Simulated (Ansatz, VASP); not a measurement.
# Two plane-wave programs on CdSe

Contents of INCAR:

```
SYSTEM = CdSe
  ALGO = Normal
  EDIFF = 1E-7
  ENCUT = 520
  GGA = PS
  ISIF = 2
  ISMEAR = 0
  IVDW = 13
  LASPH = .True.
  LCHARG = .False.
  LREAL = .False.
  LWAVE = .False.
  NBANDS = 16
  NELM = 60
  PREC = Accurate
  SIGMA = 0.3
```

KPOINTS

```
k-points
0
Gamma
  5 5 5
  0 0 0
```

POSCAR

```
CdSe
1.0
    0.0000000000      2.9421914872      2.9421914872
    2.9421914872      0.0000000000      2.9421914872
    2.9421914872      2.9421914872      0.0000000000
Cd Se
1 1
Direct
    0.0000000000      0.0000000000      0.0000000000
    0.7500000000      0.7500000000      0.7500000000
```

Input for Ansatz:

```yaml
crystal:
  lattice:
    - [0.0, 2.9421914871928023, 2.9421914871928023]
    - [2.9421914871928023, 0.0, 2.9421914871928023]
    - [2.9421914871928023, 2.9421914871928023, 0.0]
  atoms:
    - { symbol: Cd, position: [0.0, 0.0, 0.0] }
    - { symbol: Se, position: [0.75, 0.75, 0.75] }
basis:
  ecutwfc: 500.0
kpoints:
  mp_grid:
    grid: [5, 5, 5]
hamiltonian:
  xc: pbesol
  dispersion: d4
scf:
  max_iter: 80
  algorithm: density_mixing
  occupations:
    method: gaussian
    width: 0.3
  eigensolver:
    kind: davidson
    mixed_precision: false
output:
  stress: true
```

Alike in both runs: task single point; functional PBEsol; dispersion D4; k mesh 5 × 5 × 5; occupations gaussian, width 0.3 eV; no spin polarisation.

|  | VASP | Ansatz |
| --- | --- | --- |
| version | VASP 6.6.1 | Ansatz 0.2.0 |
| potentials or method | VASP PAW PBE potentials, release 64 (Cd, Se), cutoff 520 eV | plane waves, PAW |
| valence electrons in the cell | 18 | 36 |

```csv
,VASP,Ansatz,Ansatz less VASP
pressure (GPa),5.9,5.4,-0.52
```

VASP's potentials were made for PBE, not for PBEsol. VASP's potentials hold 18 valence electrons a cell and Ansatz's 36, so a difference there can come from the potentials and not from the codes.
